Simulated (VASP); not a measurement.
Runs of VASP 6.6.1 on MoH2. The structure is that of space group Fd-3m (No. 227), or close to it. The cells are those of the table. The cell was built from a structure type or drawn by symmetry, and may not be a known phase.

```csv
task,cell,k mesh,cutoff (eV),gap on the mesh (eV),pressure (GPa),relaxed volume (Å³/atom)
single point,"a = 4.077 Å, angles 60.0°, 6 atoms",12 × 12 × 12,520,none,(a),-
single point,"a = 4.078 Å, angles 60.0°, 6 atoms",6 × 6 × 6,520,none,0.2,-
relaxation of cell and atoms,"relaxed from a = 4.574 Å, angles 60.0°, 6 atoms",6 × 6 × 6,600,none,-0.1,8.01
single point,"a = 4.574 Å, angles 60.0°, 6 atoms",6 × 6 × 6,520,none,-30.8,-
relaxation of cell and atoms,"relaxed from a = 4.078 Å, angles 60.0°, 6 atoms",12 × 12 × 12,600,none,-0.1,8.01
```

Alike in all rows: level PBE; potentials or basis VASP PAW PBE potentials, release 64 (H, Mo_sv); no spin polarisation; smearing gaussian 0.1 eV.

Q: Estimate the missing entries.

A: (a) 0.3.

Caveats: the volume moved by over 15 % at a fixed basis, so the end points are rough (at least some runs); the cell stands under tension (at least some runs).

A k mesh can miss the band edges, and the runs leave out spin-orbit coupling on Mo.

A gap of «none» marks levels without a gap at the run's occupations.
